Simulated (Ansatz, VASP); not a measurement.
# GaN in VASP and in Ansatz

```xyz
2
Lattice="0.0000 2.2535 2.4225 2.2535 0.0000 2.4225 2.2535 2.2535 0.0000" Properties=species:S:1:pos:R:3 pbc="T T T"
Ga    0.0000    0.0000    0.0000
N     3.3803    3.3803    3.6338
```

Change from the starting cell: strain +0.0750 x Voigt [0, 0, 1, 0, 0, 0], atoms carried along.

Alike in both runs: task single point; functional r2SCAN; k mesh 10 × 10 × 10; occupations gaussian, width 0.05 eV; no spin polarisation.

```csv
,VASP,Ansatz
version,VASP 6.6.1,Ansatz 0.2.0
potentials or method,"VASP PAW PBE potentials, release 64 (Ga_d, N), cutoff 520 eV","scalar-relativistic, plane waves, PAW"
valence electrons in the cell,18,18
```

Ansatz gave:

| Property | Result |
| --- | --- |
| gap on the k mesh at the Fermi level (eV) | 1.49 |
| least direct gap on the mesh (eV) | 1.49 |
| pressure (GPa) | -13.2 |
| traceless stress, the component that is largest in VASP (GPa) | -7.57 |

**Question.** What did VASP give for the same quantities?

**Answer.** gap on the k mesh at the Fermi level (eV): 1.49; least direct gap on the mesh (eV): 1.49; pressure (GPa): -12.5; traceless stress, the component that is largest in VASP (GPa): -7.47.

VASP's potentials were made for PBE, not for r2SCAN.
